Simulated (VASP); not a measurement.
Crystal: MgCr2Ag2O8.

```
Mg Cr Ag O
1.0
     6.52017    0.00000    0.00000
     0.00000    3.18428    4.55297
     0.00000   -3.18428    4.55297
Mg Cr Ag O
1 2 2 8
Direct
  0.00000 0.65842 0.65842
  0.00000 0.36020 0.36020
  0.50000 0.64169 0.64169
  0.73816 0.00359 0.00359
  0.26184 0.00359 0.00359
  0.00000 0.27331 0.68922
  0.50000 0.32640 0.74517
  0.27804 0.74460 0.74460
  0.79693 0.25461 0.25461
  0.72196 0.74460 0.74460
  0.20307 0.25461 0.25461
  0.50000 0.74517 0.32640
  0.00000 0.68922 0.27331
```

Base run:

* Program: VASP 6.6.1
* Functional: PBE
* Potentials or basis: VASP PAW PBE potentials, release 64 (Mg, Cr_pv, Ag, O)
* Cutoff: 520 eV
* k mesh: 4 × 5 × 5
* Occupations: fermi-dirac, width 0.02 eV
* Spin: no spin polarisation

Its results: band gap on the k mesh 1.23 eV (least direct gap 1.26 eV); pressure -1.7 GPa; largest force 0.347 eV/Å.

Task: The run is repeated on the same cell with these changes: functional from PBE to r2SCAN. What comes out?

Result: Band gap on the k mesh 1.36 eV (least direct gap 1.41 eV); pressure -5.4 GPa; largest force 0.682 eV/Å.

Caveats: the run has no spin polarisation, though such a crystal can be magnetic; the cell stands under tension (at least some runs); the PAW data sets were made with another functional, which shifts forces and pressure a little (at least some runs).

A k mesh can miss the band edges.
